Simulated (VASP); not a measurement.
Input of a VASP 6.6.1 run:

INCAR

```
ALGO     = Normal         # electronic algorithm
EDIFF    = 1E-6           # SCF threshold, eV
ENCUT    = 520            # plane-wave cutoff, eV
ISIF     = 2              # what is computed and relaxed
ISMEAR   = 0              # smearing method
LASPH    = True           # aspherical terms in the spheres
LCHARG   = True           # write CHGCAR
LELF     = True           # ELF
LREAL    = False          # projectors in reciprocal space
LVHAR    = True         
LWAVE    = False          # write WAVECAR
NBANDS   = 20             # bands
NELM     = 80             # most SCF steps
PREC     = Accurate       # precision mode
SIGMA    = 0.025          # smearing width, eV
```

The input KPOINTS:

```
k-points
0
Gamma
  6 6 6
```

File POSCAR:

```
LiRe3
1.0
    0.0000000000      3.0528810000      3.0528810000
    3.0528810000      0.0000000000      3.0528810000
    3.0528810000      3.0528810000      0.0000000000
Re Li
3 1
Direct
    0.5000000000      0.5000000000      0.5000000000
    0.2500000000      0.2500000000      0.2500000000
    0.7500000000      0.7500000000      0.7500000000
    0.0000000000      0.0000000000      0.0000000000
```

Potentials or basis: VASP PAW LDA potentials, release 64 (Re, Li_sv).

Run with:

```sh
$ cat potpaw_LDA.64/Re/POTCAR potpaw_LDA.64/Li_sv/POTCAR > POTCAR
$ mpirun -np 1 vasp_std > vasp.out
```

**Question.** Predict the band gap on the k mesh.

**Answer.** Zero (band 12 reaches 8.27 eV, above the bottom of band 13 at 5.68 eV).

Caveat: spin-orbit coupling is left out, which moves the levels of the heavy elements.
